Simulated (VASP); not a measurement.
# TiAg2 in VASP: a series of runs, part 2 of 2

VASP 6.6.1. The steps go on from the part before.

## 3. Single point, r2SCAN

Contents of POSCAR:

```
TiAg2
1.0
    3.1998280000      0.0000000000      0.0000000000
   -1.5999140000      2.7711360000      0.0000000000
    0.0000000000      0.0000000000      5.7242450000
Ag Ti
2 1
Direct
    0.3333000000      0.6667000000      0.2500000000
    0.6667000000      0.3333000000      0.7500000000
    0.0000000000      0.0000000000      0.0000000000
```

Contents of INCAR.step1:

```
PREC     = Accurate       # precision mode
ENCUT    = 520            # plane-wave cutoff, eV
ISMEAR   = -1             # smearing method
SIGMA    = 0.1            # smearing width, eV
LREAL    = False          # projectors in reciprocal space
LASPH    = True           # aspherical terms in the spheres
NELM     = 100            # most SCF steps
NBANDS   = 24             # bands
GGA      = PE             # functional
ALGO     = Normal         # electronic algorithm
EDIFF    = 1E-4           # SCF threshold, eV
LWAVE    = True           # write WAVECAR
LCHARG   = False          # write CHGCAR
```

Contents of INCAR.step2:

```
PREC     = Accurate       # precision mode
ENCUT    = 520            # plane-wave cutoff, eV
EDIFF    = 1E-7           # SCF threshold, eV
ISMEAR   = -1             # smearing method
SIGMA    = 0.1            # smearing width, eV
LREAL    = False          # projectors in reciprocal space
LASPH    = True           # aspherical terms in the spheres
NELM     = 100            # most SCF steps
ALGO     = Normal         # electronic algorithm
ISIF     = 2              # what is computed and relaxed
LWAVE    = False          # write WAVECAR
LCHARG   = False          # write CHGCAR
METAGGA  = R2SCAN         # meta-GGA
LMIXTAU  = True         
NBANDS   = 24             # bands
ISTART   = 1
```

Contents of KPOINTS:

```
regular mesh
0
Gamma
  6 6 3
```

Potentials or basis: VASP PAW PBE potentials, release 64 (Ag, Ti_sv).

On the command line:

```bash
$ cat potpaw_PBE.64/Ag/POTCAR potpaw_PBE.64/Ti_sv/POTCAR > POTCAR
$ cp INCAR.step1 INCAR
$ mpirun -np 1 vasp_std > vasp.out
$ cp INCAR.step2 INCAR
$ mpirun -np 1 vasp_std > vasp.out
```

OUTCAR:

```text
PREC = Accurate
   ENCUT = 520
   EDIFF = 1E-7
   ISMEAR = -1
   LREAL = False
   LASPH = True
   NELM = 100
   ISIF = 2
   METAGGA = R2SCAN
   ISTART = 1

 ion  position               nearest neighbor table
   1  0.333  0.667  0.250-   3 2.34   3 2.34   3 2.34   2 3.41   2 3.41   2 3.41   2 3.41   2 3.41
                             2 3.41
   2  0.667  0.333  0.750-   3 2.34   3 2.34   3 2.34   1 3.41   1 3.41   1 3.41   1 3.41   1 3.41
                             1 3.41
   3  0.000  0.000  0.000-   1 2.34   2 2.34   2 2.34   1 2.34   2 2.34   1 2.34

  LATTYP: Found a hexagonal cell.
 ALAT       =     3.1998280000
 C/A-ratio  =     1.7889227171

  Lattice vectors:

 A1 = (   3.1998280000,   0.0000000000,   0.0000000000)
 A2 = (  -1.5999140000,   2.7711360000,   0.0000000000)
 A3 = (   0.0000000000,   0.0000000000,   5.7242450000)

Analysis of symmetry for initial positions (statically):
=====================================================================
 Subroutine PRICEL returns:
 Original cell was already a primitive cell.

 Routine SETGRP: Setting up the symmetry group for a
 hexagonal supercell.

[... 165 lines left out ...]
  energy without entropy =      -51.64823472  energy(sigma->0) =      -51.68111252

 E-fermi :   9.1559     XC(G=0): -12.6881

 val. band max:        9.0427685909   @ k =  -0.3333  -0.1667   0.3333
 cond. band min:       9.2758235732   @ k =   0.3333   0.0000   0.0000
 fundamental gap:      0.2330549822
 Fermi energy:         9.1559381495

 k-point     1 :       0.0000    0.0000    0.0000
  band No.  band energies     occupation
      1     -50.4433      2.00000
      2     -25.9279      2.00000
      3     -25.6144      2.00000
      4     -25.6142      2.00000
      5       1.0873      2.00000
      6       1.7330      2.00000
[... 637 lines left out ...]
     23      13.3676      0.00000
     24      17.4154      0.00000

 [... further k-points ...]

------------------------ aborting loop because EDIFF is reached ----------------------------------------

  FORCE on cell =-STRESS in cart. coord.  units (eV):
  Direction    XX          YY          ZZ          XY          YZ          ZX
  --------------------------------------------------------------------------------------
  -------------------------------------------------------------------------------------
  Total       11.9694687     11.9651654     14.8465460     -0.0037542     -0.0020514      0.0035531
  in kB      377.8181078    377.6822737    468.6334907     -0.1185009     -0.0647531      0.1121537
  external PRESSURE =     408.0446241 kB  Pullay stress =       0.0000000 kB

 VOLUME and BASIS-vectors are now :
 -----------------------------------------------------------------------------
  energy-cutoff  :      520.00
  volume of cell :       50.76
      direct lattice vectors                 reciprocal lattice vectors
     3.199828000  0.000000000  0.000000000     0.312516798  0.180431419  0.000000000
    -1.599914000  2.771136000  0.000000000     0.000000000  0.360862837  0.000000000
     0.000000000  0.000000000  5.724245000     0.000000000  0.000000000  0.174695528

 POSITION                                       TOTAL-FORCE (eV/Angst)
 -----------------------------------------------------------------------------------
     -0.00016      1.84752      1.43106         0.001265     -0.000731      6.147892
      1.60007      0.92362      4.29318        -0.001265      0.000731     -6.147892
      0.00000      0.00000      0.00000        -0.000000      0.000000      0.000000
 -----------------------------------------------------------------------------------
    total drift:                                0.000000      0.000000     -0.000000

  FREE ENERGIE OF THE ION-ELECTRON SYSTEM (eV)
  ---------------------------------------------------
  free  energy   TOTEN  =       -51.7139903198 eV

  energy  without entropy=      -51.6482347190  energy(sigma->0) =      -51.68111252
```

Run time: 7.8 min. Hardware: 1 thread of AMD EPYC 7R13, shared host; peak memory 0.17 GiB.

Results:

| Item | Value |
| --- | --- |
| Free energy | -51.7140 eV |
| Pressure | 40.8 GPa |
| Largest force | 6.148 eV/Å |
| Band gap on the k mesh | zero (band 17 reaches 9.52 eV, above the bottom of band 18 at 8.81 eV) |

Forces on the atoms (eV/Å):
```
Ag   0.001 -0.001  6.148
Ag  -0.001  0.001 -6.148
Ti   0.000  0.000  0.000
```

Stress tensor (GPa, compression positive):
```
37.78 -0.01  0.01
-0.01 37.77 -0.01
 0.01 -0.01 46.86
```

Levels at points of the mesh, in eV from the Fermi level:
```
           k point  band 15  band 16  band 17  band 18  band 19  band 20
(0.00, 0.00, 0.00)    -5.73    -2.60    -1.42     1.19     1.19     2.27
(0.50, 0.00, 0.00)    -2.85    -2.03    -1.22     1.02     1.28     2.52
(0.50, 0.50, 0.00)    -2.85    -2.03    -1.22     1.02     1.28     2.52
```

Caveat: the k points lie up to 0.38 Å⁻¹ apart; the PAW data sets were made with another functional, which shifts forces and pressure a little.

## 4. Single point, r2SCAN

POSCAR is that of step 3.

Contents of INCAR.step1:

```
SYSTEM = TiAg2
  PREC = Accurate
  ENCUT = 520
  ISMEAR = -1
  SIGMA = 0.1
  LREAL = .FALSE.
  LASPH = .TRUE.
  NELM = 60
  NBANDS = 24
  ISYM = 0
  GGA = PE
  ALGO = Normal
  EDIFF = 1E-4
  LWAVE = .TRUE.
  LCHARG = .FALSE.
```

Contents of INCAR.step2:

```
SYSTEM = TiAg2
  PREC = Accurate
  ENCUT = 520
  EDIFF = 1E-7
  ISMEAR = -1
  SIGMA = 0.1
  LREAL = .FALSE.
  LASPH = .TRUE.
  NELM = 60
  ALGO = Normal
  ISIF = 2
  LWAVE = .FALSE.
  LCHARG = .TRUE.
  METAGGA = R2SCAN
  LMIXTAU = .TRUE.
  LELF = .TRUE.
  LVHAR = .TRUE.
  NBANDS = 24
  ISYM = 0
  ISTART = 1
```

Contents of KPOINTS:

```
Automatic mesh
0
Gamma
  6 6 3
  0.5 0.5 0.5
```

Potentials or basis: VASP PAW PBE potentials, release 64 (Ag, Ti_sv).

On the command line:

```bash
$ cat potpaw_PBE.64/Ag/POTCAR potpaw_PBE.64/Ti_sv/POTCAR > POTCAR
$ cp INCAR.step1 INCAR
$ mpirun -np 1 vasp_std > vasp.out
$ cp INCAR.step2 INCAR
$ mpirun -np 1 vasp_std > vasp.out
```

OUTCAR:

```text
SYSTEM = TiAg2
   PREC = Accurate
   ENCUT = 520
   EDIFF = 1E-7
   ISMEAR = -1
   LREAL = .FALSE.
   LASPH = .TRUE.
   NELM = 60
   ISIF = 2
   METAGGA = R2SCAN
   ISYM = 0
   ISTART = 1

 ion  position               nearest neighbor table
   1  0.333  0.667  0.250-   3 2.34   3 2.34   3 2.34   2 3.41   2 3.41   2 3.41   2 3.41   2 3.41
                             2 3.41
   2  0.667  0.333  0.750-   3 2.34   3 2.34   3 2.34   1 3.41   1 3.41   1 3.41   1 3.41   1 3.41
[... 807 lines left out ...]

  FORCE on cell =-STRESS in cart. coord.  units (eV):
  Direction    XX          YY          ZZ          XY          YZ          ZX
  --------------------------------------------------------------------------------------
  -------------------------------------------------------------------------------------
  Total       11.6414176     11.6371407     15.2421661     -0.0036652     -0.0021902      0.0037184
  in kB      367.4631236    367.3281222    481.1212995     -0.1156929     -0.0691334      0.1173733
  external PRESSURE =     405.3041818 kB  Pullay stress =       0.0000000 kB

 VOLUME and BASIS-vectors are now :
 -----------------------------------------------------------------------------
  energy-cutoff  :      520.00
  volume of cell :       50.76
      direct lattice vectors                 reciprocal lattice vectors
     3.199828000  0.000000000  0.000000000     0.312516798  0.180431419  0.000000000
    -1.599914000  2.771136000  0.000000000     0.000000000  0.360862837  0.000000000
     0.000000000  0.000000000  5.724245000     0.000000000  0.000000000  0.174695528

 POSITION                                       TOTAL-FORCE (eV/Angst)
 -----------------------------------------------------------------------------------
     -0.00016      1.84752      1.43106         0.001328     -0.000782      6.161425
      1.60007      0.92362      4.29318        -0.001329      0.000782     -6.161425
      0.00000      0.00000      0.00000         0.000000     -0.000000      0.000000
 -----------------------------------------------------------------------------------
    total drift:                                0.000000     -0.000000      0.000000

  FREE ENERGIE OF THE ION-ELECTRON SYSTEM (eV)
  ---------------------------------------------------
  free  energy   TOTEN  =       -51.7616196323 eV

  energy  without entropy=      -51.7095831438  energy(sigma->0) =      -51.73560139
```

It took 28 min on 1 thread of AMD EPYC 7R13, shared host; peak memory 0.28 GiB.

What came out:

```yaml
Free_energy: -51.7616 eV
Pressure: 40.5 GPa
Largest_force: 6.161 eV/Å
Band_gap_on_the_k_mesh: zero (band 17 reaches 9.78 eV, above the bottom of band 18 at 8.63 eV)
```

Forces in eV/Å, atoms in the order of the input:
```
Ag   0.001 -0.001  6.161
Ag  -0.001  0.001 -6.161
Ti   0.000  0.000  0.000
```

Caveat: the k points lie up to 0.38 Å⁻¹ apart; the PAW data sets were made with another functional, which shifts forces and pressure a little.
